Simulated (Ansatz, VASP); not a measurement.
# GeCN2, level by level in two programs

```xyz
4
Lattice="1.7572 1.0145 4.8215 -1.7572 1.0145 4.8215 0.0000 -2.0290 4.8215" Properties=species:S:1:pos:R:3 pbc="T T T"
Ge    0.0000    0.0000    0.0000
N     0.0000    0.0000    8.4459
N     0.0000    0.0000    6.0186
C     0.0000    0.0000    7.2322
```

Single points on this cell with VASP 6.6.1 and Ansatz 0.2.0. Each row is one pair of runs. Alike in all rows: spin: off; k mesh: 9 × 9 × 9; smearing: fermi-dirac, width 0.05 eV.

```tsv
level	VASP's potentials, cutoff	Ansatz's potentials, cutoff	gap on the k mesh at the Fermi level (eV), VASP	gap on the k mesh at the Fermi level (eV), Ansatz	least direct gap on the mesh (eV), VASP	least direct gap on the mesh (eV), Ansatz	pressure (GPa), VASP	pressure (GPa), Ansatz
PBE	VASP PAW PBE potentials, release 64 (Ge_d, N, C), 520 eV	Ansatz PAW, 420 eV	0.97	0.97	1.70	1.72	9.3	9.1
LDA	VASP PAW LDA potentials, release 64 (Ge_d, N, C), 520 eV	Ansatz PAW, 420 eV	0.80	0.83	1.48	1.53	2.1	1.7
r2SCAN	VASP PAW PBE potentials, release 64 (Ge_d, N, C), 520 eV	Ansatz PAW, 500 eV	1.05	?	1.85	?	6.1	?
```

Task: Fill in what Ansatz gave in row 3.

Result: gap on the k mesh at the Fermi level (eV): 1.04; least direct gap on the mesh (eV): 1.86; pressure (GPa): 5.7.

Noted on VASP's runs: the standard files for N, O and F lose accuracy on very short bonds. Noted on Ansatz's runs: odd divisions of the mesh miss points on the zone boundary, where band edges often lie, so the gap on the mesh can be too wide.
